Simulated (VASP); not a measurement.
# Li2Se (Fm-3m) in VASP: a series of runs

The runs below take Li2Se through single point, with r2SCAN.

Everything below comes from runs of VASP 6.6.1. Logs are shortened: lines on timing, memory, paths and dates and some standing lists are left out, and cuts for length are marked.

## (1) The cell of the first run

Symmetry: Fm-3m, No. 225, cubic system. Conventional cell: a = 6.104 Å, b = 6.104 Å, c = 6.104 Å, α = 90.00°, β = 90.00°, γ = 90.00°. Within 3.5 Å of Li (site symmetry -43m) lie 4 Se at 2.64 Å and 6 Li at 3.05 Å. Within 3.5 Å of Se (site symmetry m-3m) lie 8 Li at 2.64 Å.

## (2) Single point, r2SCAN (18.96 Å³/atom)

Input file POSCAR:

```
Li2Se
1.0
    0.0000000000      3.0521690424      3.0521690424
    3.0521690424      0.0000000000      3.0521690424
    3.0521690424      3.0521690424      0.0000000000
Li Se
2 1
Direct
    0.2500000000      0.2500000000      0.2500000000
    0.7500000000      0.7500000000      0.7500000000
    0.0000000000      0.0000000000      0.0000000000
```

Input file INCAR.step1:

```
PREC = Accurate
ENCUT = 830
ISMEAR = 0
SIGMA = 0.01
LREAL = False
LASPH = True
NELM = 120
NBANDS = 13
GGA = PE
ALGO = Normal
EDIFF = 1E-5
LWAVE = True
LCHARG = False
GGA_COMPAT = False
```

Input file INCAR.step2:

```
PREC = Accurate
ENCUT = 830
EDIFF = 1E-6
ISMEAR = 0
SIGMA = 0.01
LREAL = False
LASPH = True
NELM = 120
ALGO = Normal
ISIF = 2
LWAVE = False
LCHARG = True
METAGGA = R2SCAN
LMIXTAU = True
LELF = True
LVHAR = True
NBANDS = 13
ISTART = 1
GGA_COMPAT = False
```

Input file KPOINTS:

```
Automatic mesh
0
Gamma
  6 6 6
```

Potentials or basis: VASP PAW PBE potentials, release 64 (Li_sv, Se).

Run with:

```bash
$ cat potpaw_PBE.64/Li_sv/POTCAR potpaw_PBE.64/Se/POTCAR > POTCAR
$ cp INCAR.step1 INCAR
$ mpirun -np 1 vasp_std > vasp.out
$ cp INCAR.step2 INCAR
$ mpirun -np 1 vasp_std > vasp.out
```

OUTCAR:

```text
PREC = Accurate
   ENCUT = 830
   EDIFF = 1E-6
   ISMEAR = 0
   LREAL = False
   LASPH = True
   NELM = 120
   ISIF = 2
   METAGGA = R2SCAN
   ISTART = 1

 ion  position               nearest neighbor table
   1  0.250  0.250  0.250-   3 2.64   3 2.64   3 2.64   3 2.64
   2  0.750  0.750  0.750-   3 2.64   3 2.64   3 2.64   3 2.64
   3  0.000  0.000  0.000-   1 2.64   2 2.64   2 2.64   2 2.64   2 2.64   1 2.64   1 2.64   1 2.64

  LATTYP: Found a face centered cubic cell.
 ALAT       =     6.1043380848

  Lattice vectors:

 A1 = (   0.0000000000,   3.0521690424,   3.0521690424)
 A2 = (   3.0521690424,   0.0000000000,   3.0521690424)
 A3 = (   3.0521690424,   3.0521690424,   0.0000000000)

Analysis of symmetry for initial positions (statically):
=====================================================================
 Subroutine PRICEL returns:
 Original cell was already a primitive cell.

 Routine SETGRP: Setting up the symmetry group for a
 face centered cubic supercell.

 Subroutine GETGRP returns: Found 48 space group operations
 (whereof 48 operations were pure point group operations)
 out of a pool of 48 trial point group operations.

The static configuration has the point symmetry O_h .

Analysis of symmetry for dynamics (positions and initial velocities):
=====================================================================
 Subroutine PRICEL returns:
 Original cell was already a primitive cell.

 Routine SETGRP: Setting up the symmetry group for a
 face centered cubic supercell.

 Subroutine GETGRP returns: Found 48 space group operations
 (whereof 48 operations were pure point group operations)
 out of a pool of 48 trial point group operations.

The dynamic configuration has the point symmetry O_h .

 Subroutine INISYM returns: Found 48 space group operations
 (whereof 48 operations are pure point group operations),
 and found     1 'primitive' translations

----------------------------------------------------------------------------------------

                                     Primitive cell

  volume of cell :      56.8664

  direct lattice vectors                    reciprocal lattice vectors
     0.000000000  3.052169042  3.052169042    -0.163817925  0.163817925  0.163817925
     3.052169042  0.000000000  3.052169042     0.163817925 -0.163817925  0.163817925
     3.052169042  3.052169042  0.000000000     0.163817925  0.163817925 -0.163817925

  length of vectors
     4.316418854  4.316418854  4.316418854     0.283740970  0.283740970  0.283740970

  position of ions in fractional coordinates (direct lattice)
     0.250000000  0.250000000  0.250000000
     0.750000000  0.750000000  0.750000000
     0.000000000  0.000000000  0.000000000

  ion indices of the primitive-cell ions
   primitive index   ion index
                 1           1
                 2           2
                 3           3

----------------------------------------------------------------------------------------

 KPOINTS: Automatic mesh

Automatic generation of k-mesh.
 Grid dimensions read from file:
 generate k-points for:    6    6    6

 Generating k-lattice:

  Cartesian coordinates                     Fractional coordinates (reciprocal lattice)
    -0.027302988  0.027302988  0.027302988     0.166666667  0.000000000  0.000000000
     0.027302988 -0.027302988  0.027302988     0.000000000  0.166666667  0.000000000
     0.027302988  0.027302988 -0.027302988     0.000000000  0.000000000  0.166666667

  Length of vectors
     0.047290162  0.047290162  0.047290162

  Shift w.r.t. Gamma in fractional coordinates (k-lattice)
     0.000000000  0.000000000  0.000000000

 Subroutine IBZKPT returns following result:
 ===========================================

 Found     16 irreducible k-points:

 Following reciprocal coordinates:
            Coordinates               Weight
  0.000000  0.000000  0.000000      1.000000
  0.166667  0.000000  0.000000      8.000000
  0.333333  0.000000  0.000000      8.000000
  0.500000  0.000000  0.000000      4.000000
  0.166667  0.166667  0.000000      6.000000
  0.333333  0.166667  0.000000     24.000000
[... 8 lines left out ...]
 -0.333333  0.333333  0.166667     24.000000
 -0.333333  0.500000  0.166667     12.000000
   k-points           NKPTS =     16   k-points in BZ     NKDIM =     16   number of bands    NBANDS=     13
   number of dos      NEDOS =    301   number of ions     NIONS =      3
   total plane-waves  NPLWV =  74088
   dimension x,y,z NGX =    42 NGY =   42 NGZ =   42
   dimension x,y,z NGXF=    84 NGYF=   84 NGZF=   84
   ions per type =               2   1
   NGX,Y,Z   is equivalent  to a cutoff of  16.18, 16.18, 16.18 a.u.
   NGXF,Y,Z  is equivalent  to a cutoff of  32.35, 32.35, 32.35 a.u.
 SYSTEM =  unknown system
   PREC   = accura    normal or accurate (medium, high low for compatibility)
   ISTART =      1    job   : 0-new  1-cont  2-samecut
   ICHARG =      0    charge: 1-file 2-atom 10-const
   ISPIN  =      1    spin polarized calculation?
   LNONCOLLINEAR =      F non collinear calculations
   LSORBIT =      F    spin-orbit coupling
   LASPH  =      T    aspherical Exc in radial PAW
   ENCUT  =  830.0 eV  61.00 Ry    7.81 a.u.  10.14 10.14 10.14*2*pi/ulx,y,z
   NELM   =    120;   NELMIN=  2; NELMDL=  0     # of ELM steps
   EDIFF  = 0.1E-05   stopping-criterion for ELM
   LREAL  =      F    real-space projection
   EDIFFG = 0.1E-04   stopping-criterion for IOM
   NSW    =      0    number of steps for IOM
   IBRION =     -1    ionic relax: 0-MD 1-quasi-New 2-CG
   NFREE  =      0    steps in history (QN), initial steepest desc. (CG)
   ISIF   =      2    stress and relaxation
   ISYM   =      2    0-nonsym 1-usesym 2-fastsym
   POTIM  = 0.5000    time-step for ionic-motion
   TEBEG  =    0.0;   TEEND  =   0.0 temperature during run
   PSTRESS=    0.0 pullay stress
   NELECT =      12.0000    total number of electrons
   NUPDOWN=      -1.0000    fix difference up-down
   EMIN   =  10.00;   EMAX   =-10.00  energy-range for DOS
   EFERMI =   0.00;   METHOD = LEGACY
   ISMEAR =     0;   SIGMA  =   0.01  broadening in eV -4-tet -1-fermi 0-gaus
   EFERMI_NEDOS =   21; number of points for ismear=-14 and -15
   IALGO  =     38    algorithm
   IMIX   =      4    mixing-type and parameters
     AMIX     =   0.40;   BMIX     =  1.00
     AMIX_MAG =   1.60;   BMIX_MAG =  1.00
  volume/ion in A,a.u.               =      18.96       127.92
  Fermi-wavevector in a.u.,A,eV,Ry     =   0.974653  1.841827 12.924832  0.949948
  Thomas-Fermi vector in A             =   2.105130
   LORBIT       =      0    0 simple, 1 ext, 2 COOP (PROOUT), +10 PAW based schemes
   METAGGA = R2SCAN    functional components
   LHFCALC =     F    Hartree Fock is set to
   AEXX    =    0.0000 exact exchange contribution
   IVDW    =     0    specifies the selected vdW correction
   LEPSILON=     F    determine dielectric tensor
   LRPA    =     F    only Hartree local field effects (RPA)
 non-spin polarized calculation
 Gauss-broadening in eV      SIGMA  =   0.01
  energy-cutoff  :      830.00
  volume of cell :       56.87
 maximum number of plane-waves:      3119
 NGX is ok and might be reduce to    42
   NGX = 21   NGY = 21   NGZ = 21

 number of electron      11.9999997 magnetization

 Free energy of the ion-electron system (eV)
  ---------------------------------------------------
  ext. energy  EPLUGINS =         0.00000000
  ---------------------------------------------------
  free energy    TOTEN  =       -23.41555945 eV

  energy without entropy =      -23.41555945  energy(sigma->0) =      -23.41555945

 E-fermi :   0.5389     XC(G=0):  -8.4277

 val. band max:        0.4349128488   @ k =   0.0000   0.0000   0.0000
 cond. band min:       3.9275097159   @ k =   0.5000   0.5000   0.0000
 fundamental gap:      3.4925968671
 Fermi energy:         0.5389331940

 k-point     1 :       0.0000    0.0000    0.0000
  band No.  band energies     occupation
      1     -45.8077      2.00000
      2     -45.7892      2.00000
      3     -11.2061      2.00000
      4       0.4349      2.00000
      5       0.4349      2.00000
      6       0.4349      2.00000
      7       4.3458      0.00000
      8       6.7094      0.00000
      9       6.7094      0.00000
     10       6.7094      0.00000
     11      11.4629      0.00000
     12      11.4629      0.00000
     13      12.1113      0.00000

 k-point     2 :       0.1667    0.0000    0.0000
  band No.  band energies     occupation
      1     -45.8064      2.00000
      2     -45.7903      2.00000
      3     -11.1272      2.00000
      4      -0.4951      2.00000
      5       0.2962      2.00000
      6       0.2962      2.00000
      7       5.0580      0.00000
      8       7.0626      0.00000
      9       7.0626      0.00000
     10       7.2863      0.00000
     11      10.1193      0.00000
     12      10.1193      0.00000
     13      12.2526      0.00000

 k-point     3 :       0.3333    0.0000    0.0000
  band No.  band energies     occupation
      1     -45.8029      2.00000
      2     -45.7936      2.00000
      3     -10.9576      2.00000
      4      -1.7761      2.00000
      5       0.0556      2.00000
      6       0.0556      2.00000
      7       5.8499      0.00000
      8       7.1756      0.00000
      9       7.1756      0.00000
     10       8.3794      0.00000
     11      10.6250      0.00000
     12      10.6250      0.00000
     13      12.8802      0.00000
[... 177 lines left out ...]
 k-point    15 :      -0.3333    0.3333    0.1667
  band No.  band energies     occupation
      1     -45.7980      2.00000
      2     -45.7980      2.00000
      3     -10.7842      2.00000
      4      -1.8010      2.00000
      5      -1.0715      2.00000
      6      -0.6708      2.00000
      7       6.1311      0.00000
      8       7.0687      0.00000
      9       9.2782      0.00000
     10       9.7795      0.00000
     11       9.9082      0.00000
     12      11.9478      0.00000
     13      13.6097      0.00000

 k-point    16 :      -0.3333    0.5000    0.1667
  band No.  band energies     occupation
      1     -45.7996      2.00000
      2     -45.7965      2.00000
      3     -10.7574      2.00000
      4      -1.5295      2.00000
      5      -1.1328      2.00000
      6      -1.1138      2.00000
      7       5.1535      0.00000
      8       8.1342      0.00000
      9       8.5481      0.00000
     10      10.3293      0.00000
     11      11.7639      0.00000
     12      12.6530      0.00000
     13      13.0405      0.00000

------------------------ aborting loop because EDIFF is reached ----------------------------------------

  FORCE on cell =-STRESS in cart. coord.  units (eV):
  Direction    XX          YY          ZZ          XY          YZ          ZX
  --------------------------------------------------------------------------------------
  -------------------------------------------------------------------------------------
  Total       -0.7228516     -0.7228516     -0.7228516      0.0000000      0.0000000      0.0000000
  in kB      -20.3659185    -20.3659185    -20.3659185      0.0000000      0.0000000      0.0000000
  external PRESSURE =     -20.3659185 kB  Pullay stress =       0.0000000 kB

 VOLUME and BASIS-vectors are now :
 -----------------------------------------------------------------------------
  energy-cutoff  :      830.00
  volume of cell :       56.87
      direct lattice vectors                 reciprocal lattice vectors
     0.000000000  3.052169042  3.052169042    -0.163817925  0.163817925  0.163817925
     3.052169042  0.000000000  3.052169042     0.163817925 -0.163817925  0.163817925
     3.052169042  3.052169042  0.000000000     0.163817925  0.163817925 -0.163817925

 POSITION                                       TOTAL-FORCE (eV/Angst)
 -----------------------------------------------------------------------------------
      1.52608      1.52608      1.52608        -0.000000     -0.000000     -0.000000
      4.57825      4.57825      4.57825        -0.000000      0.000000      0.000000
      0.00000      0.00000      0.00000         0.000000      0.000000      0.000000
 -----------------------------------------------------------------------------------
    total drift:                               -0.000000     -0.000000      0.000000

  FREE ENERGIE OF THE ION-ELECTRON SYSTEM (eV)
  ---------------------------------------------------
  free  energy   TOTEN  =       -23.4155594548 eV

  energy  without entropy=      -23.4155594548  energy(sigma->0) =      -23.41555945
```

It took 65 s on 1 thread of Intel Xeon 6975P-C (Granite Rapids), shared host; peak memory 0.28 GiB.

Results:

* Free energy: -23.4156 eV
* Pressure: -2.0 GPa
* Band gap on the k mesh: 3.49 eV (least direct gap 3.91 eV)

Levels at points of the mesh, in eV from the valence-band top:
| k point | band 4 | band 5 | band 6 | band 7 | band 8 | band 9 |
| --- | --- | --- | --- | --- | --- | --- |
| (0.00, 0.00, 0.00) | 0.00 | 0.00 | 0.00 | 3.91 | 6.27 | 6.27 |
| (0.50, 0.00, 0.00) | -2.73 | -0.49 | -0.49 | 5.73 | 6.56 | 6.56 |
| (0.50, 0.50, 0.00) | -2.14 | -1.34 | -1.34 | 3.49 | 6.84 | 10.96 |

Caveat: the PAW data sets were made with another functional, which shifts forces and pressure a little.

## (3) Single point, r2SCAN

This run uses another cell than the first one, of 17.88 Å³/atom.

Input file POSCAR:

```
Li2Se
1.0
    0.0000000000      2.9934588652      2.9934588652
    2.9934588652      0.0000000000      2.9934588652
    2.9934588652      2.9934588652      0.0000000000
Li Se
2 1
Direct
    0.2500000000      0.2500000000      0.2500000000
    0.7500000000      0.7500000000      0.7500000000
    0.0000000000      0.0000000000      0.0000000000
```

Input file INCAR.step1:

```
SYSTEM = Li2Se
PREC     = Accurate       ! precision mode
ENCUT    = 830            ! plane-wave cutoff, eV
ISMEAR   = 0              ! smearing method
SIGMA    = 0.01           ! smearing width, eV
LREAL    = .False.        ! projectors in reciprocal space
LASPH    = .True.         ! aspherical terms in the spheres
NELM     = 120            ! most SCF steps
NBANDS   = 13             ! bands
GGA      = PE             ! functional
ALGO     = Normal         ! electronic algorithm
EDIFF    = 1E-5           ! SCF threshold, eV
LWAVE    = .True.         ! write WAVECAR
LCHARG   = .False.        ! write CHGCAR
GGA_COMPAT= .False.
```

Input file INCAR.step2:

```
SYSTEM = Li2Se
PREC     = Accurate       ! precision mode
ENCUT    = 830            ! plane-wave cutoff, eV
EDIFF    = 1E-6           ! SCF threshold, eV
ISMEAR   = 0              ! smearing method
SIGMA    = 0.01           ! smearing width, eV
LREAL    = .False.        ! projectors in reciprocal space
LASPH    = .True.         ! aspherical terms in the spheres
NELM     = 120            ! most SCF steps
ALGO     = Normal         ! electronic algorithm
ISIF     = 2              ! what is computed and relaxed
LWAVE    = .False.        ! write WAVECAR
LCHARG   = .True.         ! write CHGCAR
METAGGA  = R2SCAN         ! meta-GGA
LMIXTAU  = .True.       
LELF     = .True.         ! ELF
LVHAR    = .True.       
NBANDS   = 13             ! bands
ISTART   = 1            
GGA_COMPAT= .False.
```

Input file KPOINTS:

```
regular mesh
0
Gamma
  8 8 8
  0 0 0
```

Potentials or basis: VASP PAW PBE potentials, release 64 (Li_sv, Se).

Run with:

```bash
$ cat potpaw_PBE.64/Li_sv/POTCAR potpaw_PBE.64/Se/POTCAR > POTCAR
$ cp INCAR.step1 INCAR
$ mpirun -np 1 vasp_std > vasp.out
$ cp INCAR.step2 INCAR
$ mpirun -np 1 vasp_std > vasp.out
```

It took 80 s on 1 thread of Intel Xeon 6975P-C (Granite Rapids), shared host; peak memory 0.27 GiB.

It converged, with:

| Quantity | Value |
| --- | --- |
| Free energy | -23.4393 eV |
| Pressure | -0.2 GPa |
| Band gap on the k mesh | 3.46 eV (least direct gap 4.18 eV) |

Levels at points of the mesh, in eV from the valence-band top:
| k point | band 3 | band 4 | band 5 | band 6 | band 7 | band 8 | band 9 | band 10 |
| --- | --- | --- | --- | --- | --- | --- | --- | --- |
| (0.00, 0.00, 0.00) | -11.79 | 0.00 | 0.00 | 0.00 | 4.18 | 6.31 | 6.31 | 6.31 |
| (0.50, 0.00, 0.00) | -11.41 | -2.92 | -0.53 | -0.53 | 5.98 | 6.60 | 6.60 | 8.64 |
| (0.50, 0.50, 0.00) | -11.29 | -2.27 | -1.45 | -1.45 | 3.46 | 7.00 | 11.37 | 11.37 |

Caveat: the PAW data sets were made with another functional, which shifts forces and pressure a little.
